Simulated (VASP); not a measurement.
# Tl (P6/mmm) in VASP: a series of runs, part 2 of 2

VASP 6.6.1. The steps go on from the part before.

### 3 Single point, revPBE (30.71 Å³/atom)

This run uses another cell than the first one, of 30.71 Å³/atom.

File INCAR:

```
SYSTEM = Tl
PREC     = Accurate       ! precision mode
ENCUT    = 520            ! plane-wave cutoff, eV
EDIFF    = 1E-7           ! SCF threshold, eV
ISMEAR   = -1             ! smearing method
SIGMA    = 0.1            ! smearing width, eV
LREAL    = .FALSE.        ! projectors in reciprocal space
LASPH    = .TRUE.         ! aspherical terms in the spheres
NELM     = 80             ! most SCF steps
ALGO     = Normal         ! electronic algorithm
ISIF     = 2              ! what is computed and relaxed
LWAVE    = .FALSE.        ! write WAVECAR
LCHARG   = .FALSE.        ! write CHGCAR
GGA      = RE             ! functional
NBANDS   = 26             ! bands
```

File KPOINTS:

```
regular mesh
0
G
  7 7 10
  0 0 0
```

File POSCAR:

```
Tl
1.0
    5.5719007000      0.0000000000      0.0000000000
   -2.7859503500      4.8254075536      0.0000000000
    0.0000000000      0.0000000000      3.4262172400
Tl
3
Direct
    1.0000000000      1.0000000000      1.0000000000
    0.3333333333      0.6666666667      0.5000000000
    0.6666666667      0.3333333333      0.5000000000
```

Potentials or basis: VASP PAW PBE potentials, release 64 (Tl_d).

Started as:

```console
$ cat potpaw_PBE.64/Tl_d/POTCAR > POTCAR
$ mpirun -np 1 vasp_std > vasp.out
```

OUTCAR:

```text
SYSTEM = Tl
   PREC = Accurate
   ENCUT = 520
   EDIFF = 1E-7
   ISMEAR = -1
   LREAL = .FALSE.
   LASPH = .TRUE.
   NELM = 80
   ISIF = 2
   GGA = RE

 ion  position               nearest neighbor table
   1  0.000  0.000  0.000-   2 3.64   3 3.64   2 3.64   3 3.64   3 3.64   3 3.64   2 3.64   2 3.64
                             3 3.64   3 3.64   2 3.64   2 3.64
   2  0.333  0.667  0.500-   3 3.22   3 3.22   3 3.22   1 3.64   1 3.64   1 3.64   1 3.64   1 3.64
                             1 3.64
   3  0.667  0.333  0.500-   2 3.22   2 3.22   2 3.22   1 3.64   1 3.64   1 3.64   1 3.64   1 3.64
                             1 3.64

  LATTYP: Found a hexagonal cell.
[... 894 lines left out ...]
  --------------------------------------------------------------------------------------
  -------------------------------------------------------------------------------------
  Total        1.2075219      1.2075219      1.1672514      0.0000000      0.0000000      0.0000000
  in kB       21.0016465     21.0016465     20.3012480      0.0000000      0.0000000      0.0000000
  external PRESSURE =      20.7681803 kB  Pullay stress =       0.0000000 kB

 VOLUME and BASIS-vectors are now :
 -----------------------------------------------------------------------------
  energy-cutoff  :      520.00
  volume of cell :       92.12
      direct lattice vectors                 reciprocal lattice vectors
     5.571900700  0.000000000  0.000000000     0.179471971  0.103618191  0.000000000
    -2.785950350  4.825407554  0.000000000     0.000000000  0.207236381  0.000000000
     0.000000000  0.000000000  3.426217240     0.000000000  0.000000000  0.291867074

 POSITION                                       TOTAL-FORCE (eV/Angst)
 -----------------------------------------------------------------------------------
      0.00000      0.00000      0.00000        -0.000000      0.000000      0.000000
     -0.00000      3.21694      1.71311        -0.000000      0.000000      0.000000
      2.78595      1.60847      1.71311         0.000000     -0.000000     -0.000000
 -----------------------------------------------------------------------------------
    total drift:                                0.000000      0.000000     -0.000000

  FREE ENERGIE OF THE ION-ELECTRON SYSTEM (eV)
  ---------------------------------------------------
  free  energy   TOTEN  =        -5.6330825923 eV

  energy  without entropy=       -5.5873574055  energy(sigma->0) =       -5.61022000
```

OSZICAR:

```text
N       E                     dE             d eps       ncg     rms          rms(c)
DAV:   1     0.211354921296E+03    0.21135E+03   -0.20481E+04  2520   0.137E+03
DAV:   2    -0.105240815467E+01   -0.21241E+03   -0.20933E+03  2694   0.312E+02
DAV:   3    -0.564984862681E+01   -0.45974E+01   -0.45746E+01  2834   0.397E+01
DAV:   4    -0.568355156752E+01   -0.33703E-01   -0.33695E-01  2766   0.350E+00
DAV:   5    -0.568403530978E+01   -0.48374E-03   -0.48374E-03  2736   0.445E-01    0.330E+00
DAV:   6    -0.564031074906E+01    0.43725E-01   -0.85546E-02  2656   0.202E+00    0.232E+00
DAV:   7    -0.563345382366E+01    0.68569E-02   -0.43501E-02  2634   0.143E+00    0.739E-01
DAV:   8    -0.563304755045E+01    0.40627E-03   -0.37688E-03  2572   0.417E-01    0.418E-02
DAV:   9    -0.563306947933E+01   -0.21929E-04   -0.50282E-05  2848   0.535E-02    0.188E-02
DAV:  10    -0.563308200579E+01   -0.12526E-04   -0.13225E-05  2598   0.269E-02    0.227E-03
DAV:  11    -0.563308240565E+01   -0.39986E-06   -0.50256E-07  2896   0.520E-03    0.107E-03
DAV:  12    -0.563308254686E+01   -0.14122E-06   -0.67197E-08  1396   0.188E-03    0.236E-04
DAV:  13    -0.563308259226E+01   -0.45398E-07   -0.62564E-09  1356   0.874E-04
   1 F= -.56330826E+01 E0= -.56102200E+01  d E =-.457252E-01
```

Run time: 42 s. Hardware: 1 thread of Intel Xeon 6975P-C (Granite Rapids), shared host; peak memory 0.25 GiB.

Results:

```
Free energy            : -5.6331 eV
Pressure               : 2.1 GPa
Band gap on the k mesh : zero (an odd number of electrons rules out a gap without spin polarisation)
```

Levels at points of the mesh, in eV from the Fermi level:
| k point | band 15 | band 16 | band 17 | band 18 | band 19 | band 20 | band 21 | band 22 | band 23 | band 24 |
| --- | --- | --- | --- | --- | --- | --- | --- | --- | --- | --- |
| (0.00, 0.00, 0.00) | -11.27 | -9.74 | -4.63 | -4.29 | -0.49 | -0.49 | -0.34 | -0.34 | 4.44 | 8.36 |
| (0.00, 0.00, 0.50) | -11.18 | -6.76 | -5.57 | -2.19 | -0.08 | 0.66 | 1.33 | 1.33 | 1.44 | 2.61 |

Caveat: the PAW data sets were made with another functional, which shifts forces and pressure a little; spin-orbit coupling is left out, which moves the levels of the heavy elements.

### 4 Single point, revPBE (32.04 Å³/atom)

This run uses another cell than the first one, of 32.04 Å³/atom.

File INCAR:

```
SYSTEM = Tl
PREC     = Accurate       ! precision mode
ENCUT    = 520            ! plane-wave cutoff, eV
EDIFF    = 1E-6           ! SCF threshold, eV
ISMEAR   = -1             ! smearing method
SIGMA    = 0.1            ! smearing width, eV
LREAL    = .False.        ! projectors in reciprocal space
LASPH    = .True.         ! aspherical terms in the spheres
NELM     = 60             ! most SCF steps
ALGO     = Normal         ! electronic algorithm
ISIF     = 2              ! what is computed and relaxed
LWAVE    = .False.        ! write WAVECAR
LCHARG   = .False.        ! write CHGCAR
GGA      = RE             ! functional
NBANDS   = 26             ! bands
```

File KPOINTS:

```
Automatic mesh
0
Gamma
  7 7 10
  0 0 0
```

File POSCAR:

```
Tl
1.0
    5.6515100371      0.0000000000      0.0000000000
   -2.8257550185      4.8943512618      0.0000000000
    0.0000000000      0.0000000000      3.4751698143
Tl
3
Direct
    1.0000000000      1.0000000000      1.0000000000
    0.3333333333      0.6666666667      0.5000000000
    0.6666666667      0.3333333333      0.5000000000
```

Started as:

```console
$ cat potpaw_PBE.64/Tl_d/POTCAR > POTCAR
$ mpirun -np 1 vasp_std > vasp.out
```

Run time: 39 s. Hardware: 1 thread of Intel Xeon 6975P-C (Granite Rapids), shared host; peak memory 0.25 GiB.

It converged, with:

```
Free energy            : -5.6713 eV
Pressure               : 0.9 GPa
Band gap on the k mesh : zero (an odd number of electrons rules out a gap without spin polarisation)
```

Levels at points of the mesh, in eV from the Fermi level:
| k point | band 16 | band 17 | band 18 | band 19 | band 20 | band 21 | band 22 | band 23 |
| --- | --- | --- | --- | --- | --- | --- | --- | --- |
| (0.00, 0.00, 0.00) | -9.48 | -4.69 | -4.36 | -0.44 | -0.44 | -0.29 | -0.29 | 4.33 |
| (0.00, 0.00, 0.50) | -6.68 | -5.49 | -2.41 | -0.15 | 0.64 | 1.32 | 1.32 | 1.43 |

Caveat: the PAW data sets were made with another functional, which shifts forces and pressure a little; spin-orbit coupling is left out, which moves the levels of the heavy elements.

### 5 Single point, revPBE

This run uses another cell than the first one, of 33.38 Å³/atom.

File INCAR:

```
PREC = Accurate ; ENCUT = 520
EDIFF = 1E-6 ; ISMEAR = -1
SIGMA = 0.1 ; LREAL = F
LASPH = T ; NELM = 60
ALGO = Normal ; ISIF = 2
LWAVE = F ; LCHARG = T
GGA = RE ; LELF = T
LVHAR = T ; NBANDS = 26
```

File KPOINTS:

```
Automatic mesh
0
Gamma
  7 7 10
```

File POSCAR:

```
Tl
1.0
    5.7289376042      0.0000000000      0.0000000000
   -2.8644688021      4.9614055020      0.0000000000
    0.0000000000      0.0000000000      3.5227807966
Tl
3
Direct
    1.0000000000      1.0000000000      1.0000000000
    0.3333333333      0.6666666667      0.5000000000
    0.6666666667      0.3333333333      0.5000000000
```

Started as:

```console
$ cat potpaw_PBE.64/Tl_d/POTCAR > POTCAR
$ mpirun -np 1 vasp_std > vasp.out
```

Run time: 38 s. Hardware: 1 thread of Intel Xeon 6975P-C (Granite Rapids), shared host; peak memory 0.29 GiB.

The run converged. Its results:

```yaml
Free_energy: -5.6830 eV
Pressure: -0.1 GPa
Band_gap_on_the_k_mesh: zero (an odd number of electrons rules out a gap without spin polarisation)
```

Levels at points of the mesh, in eV from the Fermi level:
| k point | band 15 | band 16 | band 17 | band 18 | band 19 | band 20 | band 21 | band 22 | band 23 | band 24 |
| --- | --- | --- | --- | --- | --- | --- | --- | --- | --- | --- |
| (0.00, 0.00, 0.00) | -11.29 | -9.24 | -4.74 | -4.43 | -0.40 | -0.40 | -0.24 | -0.24 | 4.23 | 7.92 |
| (0.00, 0.00, 0.50) | -11.22 | -6.61 | -5.43 | -2.61 | -0.21 | 0.62 | 1.30 | 1.30 | 1.43 | 2.53 |

Caveat: the PAW data sets were made with another functional, which shifts forces and pressure a little; spin-orbit coupling is left out, which moves the levels of the heavy elements.

### 6 The runs side by side

```tsv
cell	gap on the mesh (eV)	pressure (GPa)
a = 5.490, b = 5.490, c = 3.376 Å, angles 90.0, 90.0, 120.0°, 3 atoms	none	3.6
a = 5.572, b = 5.572, c = 3.426 Å, angles 90.0, 90.0, 120.0°, 3 atoms	none	2.1
a = 5.652, b = 5.652, c = 3.475 Å, angles 90.0, 90.0, 120.0°, 3 atoms	none	0.9
a = 5.729, b = 5.729, c = 3.523 Å, angles 90.0, 90.0, 120.0°, 3 atoms	none	-0.1
```

Alike in all rows: task single point; level revPBE; potentials or basis VASP PAW PBE potentials, release 64 (Tl_d); no spin polarisation; k mesh 7 × 7 × 10; cutoff (eV) 520; smearing fermi-dirac 0.1 eV.

Caveats: the PAW data sets were made with another functional, which shifts forces and pressure a little; spin-orbit coupling is left out, which moves the levels of the heavy elements; the cell stands under pressure (at least some runs).

Total energies depend on the potentials used, so only differences within one code and one set of settings carry meaning.
